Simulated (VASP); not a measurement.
# ScAl3 in VASP: notebook

ScAl3 is run at these levels: PBE; tasks: single point, relaxation of cell and atoms.

Everything below comes from runs of VASP 6.6.1. Logs are shortened: lines on timing, memory, paths and dates and some standing lists are left out, and cuts for length are marked.

## (1) The cell of the first run

Symmetry: C2/m, No. 12, monoclinic system. The conventional cell has a = 5.658 Å, b = 8.169 Å, c = 2.829 Å, α = 90.00°, β = 92.42°, γ = 90.00°. Within 3.7 Å of Sc (site symmetry 2/m) lie 2 Sc at 2.83 Å and 10 Al at 2.83 to 2.89 Å. Within 3.7 Å of Al (site symmetry 2/m) lie 10 Al at 2.83 to 2.89 Å and 2 Sc at 2.83 Å. Within 3.7 Å of Al (site symmetry -1) lie 8 Al at 2.83 to 2.89 Å and 4 Sc at 2.83 to 2.89 Å.

## (2) Single point, PBE

Contents of INCAR:

```
SYSTEM = ScAl3
PREC = Accurate
ENCUT = 520
EDIFF = 1E-6
ISMEAR = 0
SIGMA = 0.1
LREAL = .FALSE.
LASPH = .TRUE.
NELM = 60
ALGO = Fast
ISIF = 2
LWAVE = .FALSE.
LCHARG = .FALSE.
GGA = PE
NBANDS = 18
```

Contents of KPOINTS:

```
Automatic mesh
0
G
  4 4 6
  0 0 0
```

Contents of POSCAR:

```
ScAl3
1.0
    2.8289200400     -4.0844205100      0.0000000000
    2.8289200400      4.0844205100      0.0000000000
   -0.1196417200      0.0000000000      2.8263889400
Sc Al
1 3
Direct
    0.5000000000      0.5000000000      0.0000000000
    0.0000000000      0.0000000000      0.0000000000
    0.5000000000      0.0000000000      0.5000000000
    0.0000000000      0.5000000000      0.5000000000
```

Potentials or basis: VASP PAW PBE potentials, release 64 (Sc_sv, Al).

Started as:

```sh
$ cat potpaw_PBE.64/Sc_sv/POTCAR potpaw_PBE.64/Al/POTCAR > POTCAR
$ mpirun -np 1 vasp_std > vasp.out
```

OUTCAR:

```text
SYSTEM = ScAl3
   PREC = Accurate
   ENCUT = 520
   EDIFF = 1E-6
   ISMEAR = 0
   LREAL = .FALSE.
   LASPH = .TRUE.
   NELM = 60
   ISIF = 2
   GGA = PE

 ion  position               nearest neighbor table
   1  0.500  0.500  0.000-   3 2.83   4 2.83   3 2.83   4 2.83   2 2.83   2 2.83   3 2.89   4 2.89
                             4 2.89   3 2.89
   2  0.000  0.000  0.000-   3 2.83   4 2.83   4 2.83   3 2.83   1 2.83   1 2.83   3 2.89   3 2.89
                             4 2.89   4 2.89
   3  0.500  0.000  0.500-   1 2.83   2 2.83   1 2.83   2 2.83   4 2.83   4 2.83   1 2.89   2 2.89
                             2 2.89   1 2.89
   4  0.000  0.500  0.500-   1 2.83   2 2.83   2 2.83   1 2.83   3 2.83   3 2.83   1 2.89   1 2.89
                             2 2.89   2 2.89

  LATTYP: Found a base centered monoclinic cell.
 ALAT       =     5.6578400800
 B/A-ratio  =     1.4438091046
 C/A-ratio  =     0.4999999996
 COS(beta)  =    -0.0422923654

  Lattice vectors:

 A1 = (   2.8289200400,  -4.0844205100,   0.0000000000)
 A2 = (   2.8289200400,   4.0844205100,   0.0000000000)
 A3 = (  -0.1196417200,   0.0000000000,   2.8263889400)

Analysis of symmetry for initial positions (statically):
=====================================================================
 Subroutine PRICEL returns:
 Original cell was already a primitive cell.

 Routine SETGRP: Setting up the symmetry group for a
 base centered monoclinic supercell.

 Subroutine GETGRP returns: Found  4 space group operations
 (whereof  4 operations were pure point group operations)
 out of a pool of  4 trial point group operations.

The static configuration has the point symmetry C_2h.

Analysis of symmetry for dynamics (positions and initial velocities):
=====================================================================
 Subroutine PRICEL returns:
 Original cell was already a primitive cell.

 Routine SETGRP: Setting up the symmetry group for a
 base centered monoclinic supercell.

 Subroutine GETGRP returns: Found  4 space group operations
 (whereof  4 operations were pure point group operations)
 out of a pool of  4 trial point group operations.

The dynamic configuration has the point symmetry C_2h.

 Subroutine INISYM returns: Found  4 space group operations
 (whereof  4 operations are pure point group operations),
 and found     1 'primitive' translations

----------------------------------------------------------------------------------------

                                     Primitive cell

  volume of cell :      65.3150

  direct lattice vectors                    reciprocal lattice vectors
     2.828920040 -4.084420510  0.000000000     0.176745893 -0.122416387  0.007481696
     2.828920040  4.084420510  0.000000000     0.176745893  0.122416387  0.007481696
    -0.119641720  0.000000000  2.826388940     0.000000000  0.000000000  0.353808347

  length of vectors
     4.968428272  4.968428272  2.828920038     0.215129864  0.215129864  0.353808347

  position of ions in fractional coordinates (direct lattice)
     0.500000000  0.500000000  0.000000000
     0.000000000  0.000000000  0.000000000
     0.500000000  0.000000000  0.500000000
     0.000000000  0.500000000  0.500000000

  ion indices of the primitive-cell ions
   primitive index   ion index
                 1           1
                 2           2
                 3           3
                 4           4

----------------------------------------------------------------------------------------

 KPOINTS: Automatic mesh

Automatic generation of k-mesh.
 Grid dimensions read from file:
 generate k-points for:    4    4    6

 Generating k-lattice:

  Cartesian coordinates                     Fractional coordinates (reciprocal lattice)
     0.044186473 -0.030604097  0.001870424     0.250000000  0.000000000  0.000000000
     0.044186473  0.030604097  0.001870424     0.000000000  0.250000000  0.000000000
     0.000000000  0.000000000  0.058968058     0.000000000  0.000000000  0.166666667

  Length of vectors
     0.053782466  0.053782466  0.058968058

  Shift w.r.t. Gamma in fractional coordinates (k-lattice)
     0.000000000  0.000000000  0.000000000

 Subroutine IBZKPT returns following result:
 ===========================================

 Found     34 irreducible k-points:

 Following reciprocal coordinates:
            Coordinates               Weight
  0.000000  0.000000  0.000000      1.000000
  0.250000  0.000000 -0.000000      4.000000
  0.500000  0.000000 -0.000000      2.000000
  0.250000  0.250000 -0.000000      2.000000
  0.500000  0.250000  0.000000      4.000000
 -0.250000  0.250000  0.000000      2.000000
[... 16 lines left out ...]
  0.500000  0.250000  0.333333      4.000000
 -0.250000  0.250000  0.333333      4.000000
 [... further k-points ...]
   k-points           NKPTS =     34   k-points in BZ     NKDIM =     34   number of bands    NBANDS=     18
   number of dos      NEDOS =    301   number of ions     NIONS =      4
   total plane-waves  NPLWV =  38400
   dimension x,y,z NGX =    40 NGY =   40 NGZ =   24
   dimension x,y,z NGXF=    80 NGYF=   80 NGZF=   48
   ions per type =               1   3
   NGX,Y,Z   is equivalent  to a cutoff of  13.38, 13.38, 14.10 a.u.
   NGXF,Y,Z  is equivalent  to a cutoff of  26.77, 26.77, 28.21 a.u.
 SYSTEM =  ScAl3
   PREC   = accura    normal or accurate (medium, high low for compatibility)
   ISTART =      0    job   : 0-new  1-cont  2-samecut
   ICHARG =      2    charge: 1-file 2-atom 10-const
   ISPIN  =      1    spin polarized calculation?
   LNONCOLLINEAR =      F non collinear calculations
   LSORBIT =      F    spin-orbit coupling
   LASPH  =      T    aspherical Exc in radial PAW
   ENCUT  =  520.0 eV  38.22 Ry    6.18 a.u.   9.24  9.24  5.26*2*pi/ulx,y,z
   NELM   =     60;   NELMIN=  2; NELMDL= -5     # of ELM steps
   EDIFF  = 0.1E-05   stopping-criterion for ELM
   LREAL  =      F    real-space projection
   EDIFFG = 0.1E-04   stopping-criterion for IOM
   NSW    =      0    number of steps for IOM
   IBRION =     -1    ionic relax: 0-MD 1-quasi-New 2-CG
   NFREE  =      0    steps in history (QN), initial steepest desc. (CG)
   ISIF   =      2    stress and relaxation
   ISYM   =      2    0-nonsym 1-usesym 2-fastsym
   POTIM  = 0.5000    time-step for ionic-motion
   TEBEG  =    0.0;   TEEND  =   0.0 temperature during run
   PSTRESS=    0.0 pullay stress
   NELECT =      20.0000    total number of electrons
   NUPDOWN=      -1.0000    fix difference up-down
   EMIN   =  10.00;   EMAX   =-10.00  energy-range for DOS
   EFERMI =   0.00;   METHOD = LEGACY
   ISMEAR =     0;   SIGMA  =   0.10  broadening in eV -4-tet -1-fermi 0-gaus
   EFERMI_NEDOS =   21; number of points for ismear=-14 and -15
   IALGO  =     68    algorithm
   IMIX   =      4    mixing-type and parameters
     AMIX     =   0.40;   BMIX     =  1.00
     AMIX_MAG =   1.60;   BMIX_MAG =  1.00
  volume/ion in A,a.u.               =      16.33       110.19
  Fermi-wavevector in a.u.,A,eV,Ry     =   1.103436  2.085192 16.566059  1.217571
  Thomas-Fermi vector in A             =   2.239894
   LORBIT       =      0    0 simple, 1 ext, 2 COOP (PROOUT), +10 PAW based schemes
   GGA     = PE    functional components
   LHFCALC =     F    Hartree Fock is set to
   AEXX    =    0.0000 exact exchange contribution
   IVDW    =     0    specifies the selected vdW correction
   LEPSILON=     F    determine dielectric tensor
   LRPA    =     F    only Hartree local field effects (RPA)
 non-spin polarized calculation
 RMM-DIIS sequential band-by-band and
 Gauss-broadening in eV      SIGMA  =   0.10
  energy-cutoff  :      520.00
  volume of cell :       65.32
 maximum number of plane-waves:      1769
 NGX is ok and might be reduce to    40
   NGX = 19   NGY = 19   NGZ = 11

 number of electron      19.9999999 magnetization

 Free energy of the ion-electron system (eV)
  ---------------------------------------------------
  ext. energy  EPLUGINS =         0.00000000
  ---------------------------------------------------
  free energy    TOTEN  =       -18.34978207 eV

  energy without entropy =      -18.33704468  energy(sigma->0) =      -18.34341337

 E-fermi :   7.7884     XC(G=0): -10.5928

 val. band max:        7.7790827649   @ k =   0.2500   0.0000   0.1667
 cond. band min:       7.8019330304   @ k =   0.2500   0.0000   0.5000
 fundamental gap:      0.0228502654
 Fermi energy:         7.7883997529

 k-point     1 :       0.0000    0.0000    0.0000
  band No.  band energies     occupation
      1     -41.1176      2.00000
      2     -19.8695      2.00000
      3     -19.8336      2.00000
      4     -19.4243      2.00000
      5      -2.6802      2.00000
      6       2.8536      2.00000
[... 10 lines left out ...]
     17      14.4620      0.00000
     18      14.8372      0.00000

 k-point     2 :       0.2500    0.0000   -0.0000
  band No.  band energies     occupation
      1     -41.1175      2.00000
      2     -19.8716      2.00000
      3     -19.8354      2.00000
      4     -19.4243      2.00000
      5      -2.2538      2.00000
      6       1.0469      2.00000
[... 10 lines left out ...]
     17      13.5744      0.00000
     18      15.0108      0.00000

 k-point     3 :       0.5000    0.0000   -0.0000
  band No.  band energies     occupation
      1     -41.1174      2.00000
      2     -19.8739      2.00000
      3     -19.8369      2.00000
      4     -19.4243      2.00000
      5      -1.3723      2.00000
      6      -0.4539      2.00000
[... 10 lines left out ...]
     17      13.7686      0.00000
     18      14.4428      0.00000

 k-point     4 :       0.2500    0.2500   -0.0000
  band No.  band energies     occupation
      1     -41.1174      2.00000
      2     -19.8736      2.00000
      3     -19.8372      2.00000
      4     -19.4243      2.00000
      5      -1.5913      2.00000
      6       0.2651      2.00000
[... 10 lines left out ...]
     17      13.8801      0.00000
     18      15.7264      0.00000

 k-point     5 :       0.5000    0.2500    0.0000
  band No.  band energies     occupation
      1     -41.1174      2.00000
      2     -19.8757      2.00000
      3     -19.8372      2.00000
      4     -19.4243      2.00000
      5      -1.2592      2.00000
      6      -0.0409      2.00000
[... 10 lines left out ...]
     17      14.0113      0.00000
     18      15.9975      0.00000

 k-point     6 :      -0.2500    0.2500    0.0000
  band No.  band energies     occupation
      1     -41.1175      2.00000
      2     -19.8737      2.00000
      3     -19.8354      2.00000
      4     -19.4243      2.00000
      5      -2.1228      2.00000
      6       1.4349      2.00000
[... 10 lines left out ...]
     17      15.1881      0.00000
     18      15.5690      0.00000

 k-point     7 :       0.5000    0.5000   -0.0000
  band No.  band energies     occupation
      1     -41.1173      2.00000
      2     -19.8778      2.00000
      3     -19.8372      2.00000
      4     -19.4243      2.00000
      5      -0.6914      2.00000
      6      -0.5099      2.00000
[... 10 lines left out ...]
     17      13.1026      0.00000
     18      15.2776      0.00000

 k-point     8 :       0.0000    0.0000    0.1667
  band No.  band energies     occupation
      1     -41.0908      2.00000
      2     -19.8426      2.00000
      3     -19.8076      2.00000
      4     -19.6292      2.00000
      5      -2.1525      2.00000
      6       3.3133      2.00000
[... 10 lines left out ...]
     17      12.4377      0.00000
     18      15.0446      0.00000
[... 229 lines left out ...]
     17      12.3630      0.00000
     18      12.5919      0.00000

 k-point    20 :       0.5000    0.0000    0.3333
  band No.  band energies     occupation
      1     -41.0367      2.00000
      2     -20.0220      2.00000
      3     -19.7904      2.00000
      4     -19.7573      2.00000
      5       0.4845      2.00000
      6       1.6030      2.00000
[... 10 lines left out ...]
     17      12.8466      0.00000
     18      13.1368      0.00000

 k-point    21 :      -0.2500    0.0000    0.3333
  band No.  band energies     occupation
      1     -41.0368      2.00000
      2     -20.0225      2.00000
      3     -19.7891      2.00000
      4     -19.7562      2.00000
      5      -0.2852      2.00000
      6       3.0631      2.00000
[... 10 lines left out ...]
     17      12.4258      0.00000
     18      13.1743      0.00000

 k-point    22 :       0.2500    0.2500    0.3333
  band No.  band energies     occupation
      1     -41.0367      2.00000
      2     -20.0221      2.00000
      3     -19.7905      2.00000
      4     -19.7575      2.00000
      5       0.4581      2.00000
      6       1.9606      2.00000
[... 10 lines left out ...]
     17      12.1469      0.00000
     18      12.8150      0.00000

 k-point    23 :       0.5000    0.2500    0.3333
  band No.  band energies     occupation
      1     -41.0367      2.00000
      2     -20.0217      2.00000
      3     -19.7916      2.00000
      4     -19.7573      2.00000
      5       0.6146      2.00000
      6       1.9255      2.00000
[... 10 lines left out ...]
     17      12.7575      0.00000
     18      13.6674      0.00000

 k-point    24 :      -0.2500    0.2500    0.3333
  band No.  band energies     occupation
      1     -41.0368      2.00000
      2     -20.0221      2.00000
      3     -19.7904      2.00000
      4     -19.7561      2.00000
      5      -0.1110      2.00000
      6       3.3149      2.00000
[... 10 lines left out ...]
     17      11.9034      0.00000
     18      12.8111      0.00000

 [... further k-points ...]
[... 5 lines left out ...]
  --------------------------------------------------------------------------------------
  -------------------------------------------------------------------------------------
  Total        2.1248580      4.7099909      4.9356587      0.0000000      0.0000000      0.8627976
  in kB       52.1227665    115.5360755    121.0717049      0.0000000      0.0000000     21.1644249
  external PRESSURE =      96.2435156 kB  Pullay stress =       0.0000000 kB

 VOLUME and BASIS-vectors are now :
 -----------------------------------------------------------------------------
  energy-cutoff  :      520.00
  volume of cell :       65.32
      direct lattice vectors                 reciprocal lattice vectors
     2.828920040 -4.084420510  0.000000000     0.176745893 -0.122416387  0.007481696
     2.828920040  4.084420510  0.000000000     0.176745893  0.122416387  0.007481696
    -0.119641720  0.000000000  2.826388940     0.000000000  0.000000000  0.353808347

 POSITION                                       TOTAL-FORCE (eV/Angst)
 -----------------------------------------------------------------------------------
      2.82892      0.00000      0.00000         0.000000     -0.000000      0.000000
      0.00000      0.00000      0.00000        -0.000000      0.000000      0.000000
      1.35464     -2.04221      1.41319        -0.000000      0.000000      0.000000
      1.35464      2.04221      1.41319        -0.000000      0.000000      0.000000
 -----------------------------------------------------------------------------------
    total drift:                               -0.000000     -0.000000     -0.000000

  FREE ENERGIE OF THE ION-ELECTRON SYSTEM (eV)
  ---------------------------------------------------
  free  energy   TOTEN  =       -18.3497820711 eV

  energy  without entropy=      -18.3370446755  energy(sigma->0) =      -18.34341337
```

It took 39 s on 1 thread of AMD EPYC 9R45 (Zen 5), shared host; peak memory 0.17 GiB.

Results:

```yaml
Free_energy: -18.3498 eV
Pressure: 9.6 GPa
Band_gap_on_the_k_mesh: zero (band 10 reaches 8.46 eV, above the bottom of band 11 at 6.40 eV)
```

Stress tensor (GPa, compression positive):
```
 5.21  0.00  2.12
 0.00 11.55  0.00
 2.12  0.00 12.11
```

Caveat: the k points lie up to 0.37 Å⁻¹ apart.

## (3) Single point, PBE

This run uses another cell than the first one, of 18.05 Å³/atom, 1.106 times its volume.

Changes to INCAR since step 2:

```diff
@@ -8,4 +8,4 @@
 LASPH = .TRUE.
-NELM = 60
-ALGO = Fast
+NELM = 80
+ALGO = Normal
 ISIF = 2
```

KPOINTS is that of step 2.

Contents of POSCAR:

```
ScAl3
1.0
    2.8570334803     -4.2647013943      0.0570257772
    2.8570334803      4.2647013943      0.0570257772
   -0.0638559490      0.0000000000      2.9622029385
Sc Al
1 3
Direct
    0.5000000000      0.5000000000      0.0000000000
    0.0000000000      0.0000000000      0.0000000000
    0.5000000000      0.0000000000      0.5000000000
    0.0000000000      0.5000000000      0.5000000000
```

Potentials or basis: VASP PAW PBE potentials, release 64 (Sc_sv, Al).

Started as:

```sh
$ cat potpaw_PBE.64/Sc_sv/POTCAR potpaw_PBE.64/Al/POTCAR > POTCAR
$ mpirun -np 1 vasp_std > vasp.out
```

Run time: 38 s. Hardware: 1 thread of AMD EPYC 9R45 (Zen 5), shared host; peak memory 0.17 GiB.

Results (log left out):

| Item | Value |
| --- | --- |
| Free energy | -18.5943 eV |
| Pressure | 0.1 GPa |
| Band gap on the k mesh | zero (band 10 reaches 7.42 eV, above the bottom of band 11 at 5.35 eV) |

Stress tensor (GPa, compression positive):
```
-0.07  0.00  0.07
 0.00  0.07  0.00
 0.07  0.00  0.22
```

Levels at points of the mesh, in eV from the Fermi level:
```csv
k point,band 7,band 8,band 9,band 10,band 11,band 12,band 13,band 14
"(0.00, 0.00, 0.00)",-3.90,-3.41,-2.78,-1.56,-0.87,1.88,3.02,3.15
"(0.50, 0.00, 0.00)",-4.02,-3.89,-1.12,0.24,0.98,1.58,2.85,3.08
"(0.50, 0.50, 0.00)",-5.26,-4.30,-0.60,0.20,2.22,2.56,2.79,3.02
"(0.00, 0.00, 0.50)",-1.97,-1.45,-1.42,0.04,0.05,0.55,0.63,0.73
"(0.50, 0.00, 0.50)",-3.70,-3.63,-2.22,-0.47,0.28,0.34,1.08,1.40
"(0.50, 0.50, 0.50)",-3.70,-3.65,-2.45,-1.51,-0.92,0.44,1.27,1.67
```

[end of part 1 of 2]
